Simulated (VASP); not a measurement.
Crystal: K8MgZn7F24.

```
CELL_PARAMETERS angstrom
8.08989 0.00000 0.00000
0.00000 8.08989 0.00000
0.00000 0.00000 8.08989
ATOMIC_POSITIONS crystal
K 0.00319 0.99373 0.99878
K 0.99840 0.99821 0.49704
K 0.00492 0.50341 0.00144
K 0.00034 0.50168 0.49823
K 0.49875 0.99713 0.99779
K 0.50065 0.00501 0.50176
K 0.50277 0.50148 0.99391
K 0.50038 0.49971 0.50292
Zn 0.25206 0.24918 0.24914
Zn 0.25079 0.25039 0.74934
Zn 0.24755 0.74925 0.25111
Zn 0.74445 0.25043 0.25032
Zn 0.74830 0.24800 0.75038
Zn 0.75137 0.75008 0.25241
Zn 0.74683 0.74984 0.74831
Mg 0.25747 0.75181 0.75373
F 0.25528 0.25066 0.99885
F 0.25080 0.24835 0.49914
F 0.24961 0.75147 0.00487
F 0.25221 0.75109 0.50157
F 0.75094 0.24693 0.99982
F 0.75403 0.24751 0.50431
F 0.74405 0.74765 0.99750
F 0.75136 0.74772 0.50231
F 0.99805 0.24769 0.25169
F 0.99946 0.25035 0.75135
F 0.99826 0.74828 0.25012
F 0.99701 0.75517 0.74907
F 0.50499 0.24928 0.25040
F 0.50074 0.24852 0.74844
F 0.49966 0.75272 0.24857
F 0.49855 0.75130 0.74313
F 0.24714 0.00199 0.25273
F 0.25394 0.00173 0.74788
F 0.25440 0.50190 0.24627
F 0.24952 0.49768 0.75743
F 0.74955 0.00059 0.24832
F 0.75059 0.99987 0.75094
F 0.74584 0.49524 0.25048
F 0.75012 0.49704 0.74919
```

* Program: VASP 6.6.1
* Task: relaxation of volume and atoms at fixed shape
* Functional: PBEsol
* Potentials or basis: VASP PAW PBE potentials, release 64 (K_sv, Zn, Mg, F)
* Cutoff: 700 eV
* k mesh: 1 × 1 × 1, shifted
* Occupations: fermi-dirac, width 0.05 eV
* Spin: no spin polarisation

At the start: pressure 0.4 GPa; volume 13.24 Å³/atom.

How do energy, volume and symmetry change on relaxing?

Over 12 steps the energy falls by 5.7 meV/atom and the volume is 13.26 Å³/atom (+0.2 %); space group Pm (No. 6, to 0.1 Å) before, Pm-3m (No. 221, to 0.1 Å).

Step by step:
| step | energy change (eV) | largest force (eV/Å) | pressure (GPa) | volume (Å³) |
| --- | --- | --- | --- | --- |
| 1 | 0.0000 | 0.7802 | 0.40 | 529.45 |
| 2 | -0.1763 | 0.3276 | -0.19 | 531.98 |
| 3 | -0.1903 | 0.1770 | -0.36 | 532.95 |
| 4 | -0.2069 | 0.0957 | -0.04 | 530.69 |
| 5 | -0.2097 | 0.1151 | 0.20 | 529.09 |
| 6 | -0.2176 | 0.0833 | 0.11 | 529.67 |
| 7 | -0.2231 | 0.1027 | -0.03 | 530.60 |
| 8 | -0.2258 | 0.0306 | -0.01 | 530.49 |
| 9 | -0.2258 | 0.0379 | -0.01 | 530.48 |
| 10 | -0.2267 | 0.0310 | 0.01 | 530.35 |
| 11 | -0.2273 | 0.0386 | 0.04 | 530.11 |
| 12 | -0.2278 | 0.0155 | -0.01 | 530.44 |

Final structure:
```
K Zn Mg F
1.0
     8.09492    0.00000    0.00000
     0.00000    8.09492    0.00000
     0.00000    0.00000    8.09492
K Zn Mg F
8 7 1 24
Direct
  0.00053 0.99954 0.99993
  0.00027 0.99948 0.49981
  0.00083 0.49986 0.00014
  0.00045 0.49970 0.50006
  0.50019 0.99940 0.99981
  0.50019 0.00004 0.50024
  0.50051 0.49962 0.99975
  0.50045 0.49990 0.50016
  0.25044 0.25000 0.25031
  0.25077 0.25009 0.75026
  0.24999 0.74994 0.25009
  0.75041 0.24937 0.24994
  0.75089 0.24961 0.74997
  0.74993 0.74934 0.24989
  0.75020 0.74956 0.74992
  0.25010 0.75001 0.74999
  0.25162 0.24894 0.00014
  0.24981 0.25173 0.50036
  0.25056 0.75112 0.99673
  0.24914 0.74921 0.50334
  0.74996 0.24951 0.99977
  0.75159 0.24889 0.50020
  0.74926 0.74867 0.99963
  0.75098 0.74952 0.50022
  0.00046 0.25117 0.24928
  0.00114 0.24955 0.75101
  0.00011 0.74836 0.24909
  0.00376 0.75052 0.75080
  0.50053 0.24838 0.25104
  0.50045 0.25056 0.74907
  0.49981 0.75113 0.25069
  0.49665 0.74935 0.74910
  0.24857 0.99978 0.25142
  0.25075 0.99666 0.74877
  0.25136 0.50026 0.24892
  0.25017 0.50353 0.75149
  0.75151 0.99928 0.24962
  0.74994 0.99932 0.75022
  0.74879 0.49941 0.25018
  0.75127 0.49979 0.74965
```

Caveat: the PAW data sets were made with another functional, which shifts forces and pressure a little.
